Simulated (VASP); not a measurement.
Set up this calculation in VASP 6.6.1, as the native input.

```
Task                   : single point
Functional             : PBEsol
Potentials or basis    : VASP PAW PBE potentials, release 64 (Mn_pv, O)
Cutoff                 : 520 eV
k mesh                 : 15 × 15 × 8
Occupations            : fermi-dirac, width 0.05 eV
Spin                   : collinear spin, ferromagnetic start
Starting moments       : [4.0, 4.0, 0.0, 0.0] μB
Dipole correction      : no
Further INCAR settings : ALGO = Normal; EDIFF = 1e-06; NBANDS = 31
```

The structure of MnO lies in POSCAR:

```
MnO
1.0
    3.3717000000      0.0000000000      0.0000000000
   -1.6858500000      2.9199778539      0.0000000000
    0.0000000000      0.0000000000      5.3855000000
Mn O
2 2
Direct
    0.6666666667      0.3333333333      0.5109600000
    0.3333333333      0.6666666667      0.0109600000
    0.6666666667      0.3333333333      0.8754700000
    0.3333333333      0.6666666667      0.3754700000
```

The input as run:

INCAR

```
SYSTEM = MnO
PREC = Accurate
ENCUT = 520
EDIFF = 1E-6
ISMEAR = -1
SIGMA = 0.05
LREAL = .FALSE.
LASPH = .TRUE.
NELM = 150
ALGO = Normal
ISIF = 2
LWAVE = .FALSE.
LCHARG = .FALSE.
ISPIN = 2
MAGMOM = 4 4 0 0
LORBIT = 11
LMAXMIX = 4
GGA = PS
NBANDS = 31
```

KPOINTS

```
Automatic mesh
0
G
  15 15 8
  0 0 0
```

Potentials or basis: VASP PAW PBE potentials, release 64 (Mn_pv, O).

Launch:

```console
$ cat potpaw_PBE.64/Mn_pv/POTCAR potpaw_PBE.64/O/POTCAR > POTCAR
$ mpirun -np 1 vasp_std > vasp.out
```

Results of the run:

```
Pressure                                              : 1.2 GPa
Largest force                                         : 0.611 eV/Å
Band gap on the k mesh                                : zero (filled and empty bands overlap)
Net moment                                            : 9.99 μB per cell
Site moments                                          : Mn +4.40; O +0.20 μB
Valence electrons inside the program's atomic spheres : Mn 11.43; O 4.99
```

Caveat: the stress differs along the axes, from -1 to 6 GPa; the PAW data sets were made with another functional, which shifts forces and pressure a little; semilocal functionals often make such compounds metallic where correlation or magnetic order opens a gap, which also shifts bond lengths; the run started ferromagnetic, and an antiferromagnetic order may lie lower in energy.

It took 3.5 min on 1 thread of Intel(R) Xeon(R) 6975P-C (Granite Rapids), with other jobs on the host, peak memory 0.41 GiB.
